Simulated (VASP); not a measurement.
# Sc (Pm-3m) in VASP: notebook

Sc is run at these levels: LDA; tasks: single point.

Everything below comes from runs of VASP 6.6.1. Logs are shortened: lines on timing, memory, paths and dates and some standing lists are left out, and cuts for length are marked.

## 1. The cell of the first run

The structure is cubic, space group Pm-3m (No. 221). Conventional cell: a = 2.180 Å, b = 2.180 Å, c = 2.180 Å, α = 90.00°, β = 90.00°, γ = 90.00°. Within 2.9 Å of Sc (site symmetry m-3m) lie 6 Sc at 2.18 Å.

## 2. Single point, LDA (volume scaled by 0.45)

INCAR

```
SYSTEM = Sc
ALGO = Normal
EDIFF = 1E-6
ENCUT = 520
ISIF = 2
ISMEAR = -1
LASPH = .TRUE.
LCHARG = .TRUE.
LELF = .TRUE.
LREAL = .FALSE.
LVHAR = .TRUE.
LWAVE = .FALSE.
NBANDS = 12
NELM = 100
PREC = Accurate
SIGMA = 0.05
```

KPOINTS

```
k-points
0
G
  15 15 15
  0 0 0
```

POSCAR

```
Sc
1.0
    2.1803913366      0.0000000000      0.0000000000
    0.0000000000      2.1803913366      0.0000000000
    0.0000000000      0.0000000000      2.1803913366
Sc
1
Direct
    0.0000000000      0.0000000000      0.0000000000
```

Potentials or basis: VASP PAW LDA potentials, release 64 (Sc_sv).

On the command line:

```
cat potpaw_LDA.64/Sc_sv/POTCAR > POTCAR
mpirun -np 1 vasp_std > vasp.out
```

OUTCAR:

```text
SYSTEM = Sc
   EDIFF = 1E-6
   ENCUT = 520
   ISIF = 2
   ISMEAR = -1
   LASPH = .TRUE.
   LREAL = .FALSE.
   NELM = 100
   PREC = Accurate

 ion  position               nearest neighbor table
   1  0.000  0.000  0.000-

  LATTYP: Found a simple cubic cell.
 ALAT       =     2.1803913366

  Lattice vectors:

 A1 = (   2.1803913366,   0.0000000000,   0.0000000000)
 A2 = (   0.0000000000,   2.1803913366,   0.0000000000)
 A3 = (   0.0000000000,   0.0000000000,   2.1803913366)

Analysis of symmetry for initial positions (statically):
=====================================================================
 Subroutine PRICEL returns:
 Original cell was already a primitive cell.

 Routine SETGRP: Setting up the symmetry group for a
 simple cubic supercell.

 Subroutine GETGRP returns: Found 48 space group operations
 (whereof 48 operations were pure point group operations)
 out of a pool of 48 trial point group operations.

The static configuration has the point symmetry O_h .

Analysis of symmetry for dynamics (positions and initial velocities):
=====================================================================
 Subroutine PRICEL returns:
 Original cell was already a primitive cell.

 Routine SETGRP: Setting up the symmetry group for a
 simple cubic supercell.

 Subroutine GETGRP returns: Found 48 space group operations
 (whereof 48 operations were pure point group operations)
 out of a pool of 48 trial point group operations.

The dynamic configuration has the point symmetry O_h .

 Subroutine INISYM returns: Found 48 space group operations
 (whereof 48 operations are pure point group operations),
 and found     1 'primitive' translations

----------------------------------------------------------------------------------------

                                     Primitive cell

  volume of cell :      10.3658

  direct lattice vectors                    reciprocal lattice vectors
     2.180391337  0.000000000  0.000000000     0.458633266  0.000000000  0.000000000
     0.000000000  2.180391337  0.000000000     0.000000000  0.458633266  0.000000000
     0.000000000  0.000000000  2.180391337     0.000000000  0.000000000  0.458633266

  length of vectors
     2.180391337  2.180391337  2.180391337     0.458633266  0.458633266  0.458633266

  position of ions in fractional coordinates (direct lattice)
     0.000000000  0.000000000  0.000000000

  ion indices of the primitive-cell ions
   primitive index   ion index
                 1           1

----------------------------------------------------------------------------------------

 KPOINTS: k-points

Automatic generation of k-mesh.
 Grid dimensions read from file:
 generate k-points for:   15   15   15

 Generating k-lattice:

  Cartesian coordinates                     Fractional coordinates (reciprocal lattice)
     0.030575551  0.000000000  0.000000000     0.066666667  0.000000000  0.000000000
     0.000000000  0.030575551  0.000000000     0.000000000  0.066666667  0.000000000
     0.000000000  0.000000000  0.030575551     0.000000000  0.000000000  0.066666667

  Length of vectors
     0.030575551  0.030575551  0.030575551

  Shift w.r.t. Gamma in fractional coordinates (k-lattice)
     0.000000000  0.000000000  0.000000000

 Subroutine IBZKPT returns following result:
 ===========================================

 Found    120 irreducible k-points:

 Following reciprocal coordinates:
            Coordinates               Weight
  0.000000  0.000000  0.000000      1.000000
  0.066667  0.000000  0.000000      6.000000
  0.133333  0.000000  0.000000      6.000000
  0.200000  0.000000  0.000000      6.000000
  0.266667  0.000000  0.000000      6.000000
  0.333333  0.000000  0.000000      6.000000
[... 16 lines left out ...]
  0.266667  0.200000  0.000000     24.000000
  0.333333  0.200000  0.000000     24.000000
 [... further k-points ...]
   k-points           NKPTS =    120   k-points in BZ     NKDIM =    120   number of bands    NBANDS=     12
   number of dos      NEDOS =    301   number of ions     NIONS =      1
   total plane-waves  NPLWV =   4096
   dimension x,y,z NGX =    16 NGY =   16 NGZ =   16
   dimension x,y,z NGXF=    32 NGYF=   32 NGZF=   32
   ions per type =               1
   NGX,Y,Z   is equivalent  to a cutoff of  12.20, 12.20, 12.20 a.u.
   NGXF,Y,Z  is equivalent  to a cutoff of  24.40, 24.40, 24.40 a.u.
 SYSTEM =  Sc
   PREC   = accura    normal or accurate (medium, high low for compatibility)
   ISTART =      0    job   : 0-new  1-cont  2-samecut
   ICHARG =      2    charge: 1-file 2-atom 10-const
   ISPIN  =      1    spin polarized calculation?
   LNONCOLLINEAR =      F non collinear calculations
   LSORBIT =      F    spin-orbit coupling
   LASPH  =      T    aspherical Exc in radial PAW
   ENCUT  =  520.0 eV  38.22 Ry    6.18 a.u.   4.05  4.05  4.05*2*pi/ulx,y,z
   NELM   =    100;   NELMIN=  2; NELMDL= -5     # of ELM steps
   EDIFF  = 0.1E-05   stopping-criterion for ELM
   LREAL  =      F    real-space projection
   EDIFFG = 0.1E-04   stopping-criterion for IOM
   NSW    =      0    number of steps for IOM
   IBRION =     -1    ionic relax: 0-MD 1-quasi-New 2-CG
   NFREE  =      0    steps in history (QN), initial steepest desc. (CG)
   ISIF   =      2    stress and relaxation
   ISYM   =      2    0-nonsym 1-usesym 2-fastsym
   POTIM  = 0.5000    time-step for ionic-motion
   TEBEG  =    0.0;   TEEND  =   0.0 temperature during run
   PSTRESS=    0.0 pullay stress
   NELECT =      11.0000    total number of electrons
   NUPDOWN=      -1.0000    fix difference up-down
   EMIN   =  10.00;   EMAX   =-10.00  energy-range for DOS
   EFERMI =   0.00;   METHOD = LEGACY
   ISMEAR =    -1;   SIGMA  =   0.05  broadening in eV -4-tet -1-fermi 0-gaus
   EFERMI_NEDOS =   21; number of points for ismear=-14 and -15
   IALGO  =     38    algorithm
   IMIX   =      4    mixing-type and parameters
     AMIX     =   0.40;   BMIX     =  1.00
     AMIX_MAG =   1.60;   BMIX_MAG =  1.00
  volume/ion in A,a.u.               =      10.37        69.95
  Fermi-wavevector in a.u.,A,eV,Ry     =   1.669826  3.155514 37.937392  2.788320
  Thomas-Fermi vector in A             =   2.755431
   LORBIT       =      0    0 simple, 1 ext, 2 COOP (PROOUT), +10 PAW based schemes
   GGA     = CA    functional components
   LHFCALC =     F    Hartree Fock is set to
   AEXX    =    0.0000 exact exchange contribution
   IVDW    =     0    specifies the selected vdW correction
   LEPSILON=     F    determine dielectric tensor
   LRPA    =     F    only Hartree local field effects (RPA)
 non-spin polarized calculation
  energy-cutoff  :      520.00
  volume of cell :       10.37
 maximum number of plane-waves:       290
   NGX =  9   NGY =  9   NGZ =  9

 number of electron      10.9999996 magnetization

 Free energy of the ion-electron system (eV)
  ---------------------------------------------------
  ext. energy  EPLUGINS =         0.00000000
  ---------------------------------------------------
  free energy    TOTEN  =        -3.23497981 eV

  energy without entropy =       -3.22646955  energy(sigma->0) =       -3.23072468

 E-fermi :  10.2380     XC(G=0): -14.3203

 val. band max:       10.2084823871   @ k =   0.3333   0.2667   0.0000
 cond. band min:      10.2577001332   @ k =   0.3333   0.2000   0.0667
 fundamental gap:      0.0492177461
 Fermi energy:        10.2380089798

 k-point     1 :       0.0000    0.0000    0.0000
  band No.  band energies     occupation
      1     -39.2879      2.00000
      2     -14.5570      2.00000
      3     -14.5570      2.00000
      4     -14.5570      2.00000
      5       6.2017      2.00000
      6       7.6329      2.00000
      7       7.6329      2.00000
      8      19.4354      0.00000
      9      19.4354      0.00000
     10      19.4354      0.00000
     11      35.0156      0.00000
     12      35.0156      0.00000

 k-point     2 :       0.0667    0.0000    0.0000
  band No.  band energies     occupation
      1     -39.2358      2.00000
      2     -14.8563      2.00000
      3     -14.5324      2.00000
      4     -14.5324      2.00000
      5       6.4105      2.00000
      6       7.6950      2.00000
      7       7.9609      2.00000
      8      19.1514      0.00000
      9      19.1514      0.00000
     10      19.4562      0.00000
     11      33.8864      0.00000
     12      35.3596      0.00000

 k-point     3 :       0.1333    0.0000    0.0000
  band No.  band energies     occupation
      1     -39.0860      2.00000
      2     -15.6584      2.00000
      3     -14.4623      2.00000
      4     -14.4623      2.00000
      5       6.8881      2.00000
      6       7.8744      2.00000
      7       8.9674      2.00000
      8      18.4021      0.00000
      9      18.4021      0.00000
     10      19.5151      0.00000
     11      31.7120      0.00000
     12      36.2962      0.00000
[... 286 lines left out ...]
 k-point    23 :       0.2667    0.2000    0.0000
  band No.  band energies     occupation
      1     -38.1690      2.00000
      2     -17.5838      2.00000
      3     -16.2858      2.00000
      4     -14.0451      2.00000
      5       8.7312      2.00000
      6       9.9108      1.99713
      7      12.6525      0.00000
      8      15.9374      0.00000
      9      16.6576      0.00000
     10      17.9309      0.00000
     11      28.9327      0.00000
     12      32.5531      0.00000

 k-point    24 :       0.3333    0.2000    0.0000
  band No.  band energies     occupation
      1     -37.8990      2.00000
      2     -18.5780      2.00000
      3     -16.1162      2.00000
      4     -13.9287      2.00000
      5       8.8661      2.00000
      6       9.9283      1.99592
      7      13.1944      0.00000
      8      15.8334      0.00000
      9      16.8901      0.00000
     10      18.0625      0.00000
     11      27.5282      0.00000
     12      32.9741      0.00000

 [... further k-points ...]
[... 5 lines left out ...]
  --------------------------------------------------------------------------------------
  -------------------------------------------------------------------------------------
  Total        8.7700844      8.7700844      8.7700844      0.0000000      0.0000000     -0.0000000
  in kB     1355.5358595   1355.5358595   1355.5358595      0.0000000      0.0000000     -0.0000000
  external PRESSURE =    1355.5358595 kB  Pullay stress =       0.0000000 kB

 VOLUME and BASIS-vectors are now :
 -----------------------------------------------------------------------------
  energy-cutoff  :      520.00
  volume of cell :       10.37
      direct lattice vectors                 reciprocal lattice vectors
     2.180391337  0.000000000  0.000000000     0.458633266  0.000000000  0.000000000
     0.000000000  2.180391337  0.000000000     0.000000000  0.458633266  0.000000000
     0.000000000  0.000000000  2.180391337     0.000000000  0.000000000  0.458633266

 POSITION                                       TOTAL-FORCE (eV/Angst)
 -----------------------------------------------------------------------------------
      0.00000      0.00000      0.00000         0.000000      0.000000      0.000000
 -----------------------------------------------------------------------------------
    total drift:                                0.000000     -0.000000      0.000000

  FREE ENERGIE OF THE ION-ELECTRON SYSTEM (eV)
  ---------------------------------------------------
  free  energy   TOTEN  =        -3.2349798124 eV

  energy  without entropy=       -3.2264695549  energy(sigma->0) =       -3.23072468
```

It took 5.8 s on 1 thread of AMD EPYC 9R45 (Zen 5), shared host; peak memory 0.09 GiB.

Results:

```
Free energy : -3.2350 eV
Pressure    : 135.6 GPa
```

(Continued in part 2 of 3.)
